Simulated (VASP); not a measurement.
Runs of VASP 6.6.1 on BaO (rock salt type). The structure is that of space group Fm-3m (No. 225), or close to it. The cells are those of the table. 

```tsv
level	cell	k mesh	cutoff (eV)	smearing	gap on the mesh (eV)	pressure (GPa)
PBE	a = 3.967 Å, angles 60.0°, 2 atoms	34 × 34 × 34	600	fermi-dirac 0.0612256 eV	2.10	0.1
r2SCAN	a = 3.993 Å, angles 60.0°, 2 atoms	11 × 11 × 11	660	fermi-dirac 0.1 eV	2.54	(b)
PBE	a = 3.888 Å, angles 60.0°, 2 atoms	17 × 17 × 17	600	fermi-dirac 0.0612256 eV	1.92	4.9
PBE	a = 3.914 Å, angles 60.0°, 2 atoms	34 × 34 × 34	600	fermi-dirac 0.0612256 eV	(a)	3.1
r2SCAN	a = 3.914 Å, angles 60.0°, 2 atoms	11 × 11 × 11	660	fermi-dirac 0.1 eV	2.36	1.9
```

Alike in all rows: task single point; potentials or basis VASP PAW PBE potentials, release 64 (Ba_sv, O); no spin polarisation.

Question: Fill in the values left out.

Answer: (a) 1.97; (b) -2.4.

Caveats: spin-orbit coupling is left out, which moves the levels of the heavy elements; an odd mesh through Γ misses points on the zone boundary, where band edges can lie (at least some runs); the PAW data sets were made with another functional, which shifts forces and pressure a little (at least some runs); the cell stands under pressure (at least some runs).

A k mesh can miss the band edges, and the runs leave out spin-orbit coupling on Ba.
